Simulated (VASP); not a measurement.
Runs of VASP 6.6.1 on Be. The structure is that of space group P6_3/mmc (No. 194), or close to it. The cells are those of the table. 

| cell | gap on the mesh (eV) | pressure (GPa) |
| --- | --- | --- |
| a = 2.334, b = 2.334, c = 3.709 Å, angles 90.0, 90.0, 120.0°, 2 atoms | none | -11.2 |
| a = 2.300, b = 2.300, c = 3.709 Å, angles 90.0, 90.0, 120.0°, 2 atoms | none | -8.6 |
| a = 2.300, b = 2.300, c = 3.655 Å, angles 90.0, 90.0, 120.0°, 2 atoms | none | -7.1 |
| a = 2.368, b = 2.368, c = 3.655 Å, angles 90.0, 90.0, 120.0°, 2 atoms | none | -12.1 |
| a = 2.334, b = 2.334, c = 3.655 Å, angles 90.0, 90.0, 120.0°, 2 atoms | none | (c) |
| a = 2.334, b = 2.334, c = 3.601 Å, angles 90.0, 90.0, 120.0°, 2 atoms | none | -8.2 |
| a = 2.368, b = 2.368, c = 3.709 Å, angles 90.0, 90.0, 120.0°, 2 atoms | none | (a) |
| a = 2.368, b = 2.368, c = 3.547 Å, angles 90.0, 90.0, 120.0°, 2 atoms | none | -9.0 |
| a = 2.368, b = 2.368, c = 3.493 Å, angles 90.0, 90.0, 120.0°, 2 atoms | none | -7.2 |
| a = 2.334, b = 2.334, c = 3.493 Å, angles 90.0, 90.0, 120.0°, 2 atoms | none | -4.6 |
| a = 2.368, b = 2.368, c = 3.601 Å, angles 90.0, 90.0, 120.0°, 2 atoms | none | (b) |
| a = 2.334, b = 2.334, c = 3.547 Å, angles 90.0, 90.0, 120.0°, 2 atoms | none | -6.5 |

Alike in all rows: task single point; level PBEsol; potentials or basis VASP PAW PBE potentials, release 64 (Be); no spin polarisation; k mesh 24 × 24 × 14; cutoff (eV) 520; smearing gaussian 0.15 eV.

Estimate the missing entries.

(a) -13.4; (b) -10.6; (c) -9.8.

Caveats: the PAW data sets were made with another functional, which shifts forces and pressure a little; the cell stands under tension (at least some runs); the stress differs along the axes, from -14 to -6 GPa (at least some runs); the stress differs along the axes, from -13 to -1 GPa (at least some runs); the stress differs along the axes, from -13 to 4 GPa (at least some runs); the stress differs along the axes, from -9 to 5 GPa (at least some runs); the stress differs along the axes, from -13 to -5 GPa (at least some runs).

A gap of «none» marks levels without a gap at the run's occupations.
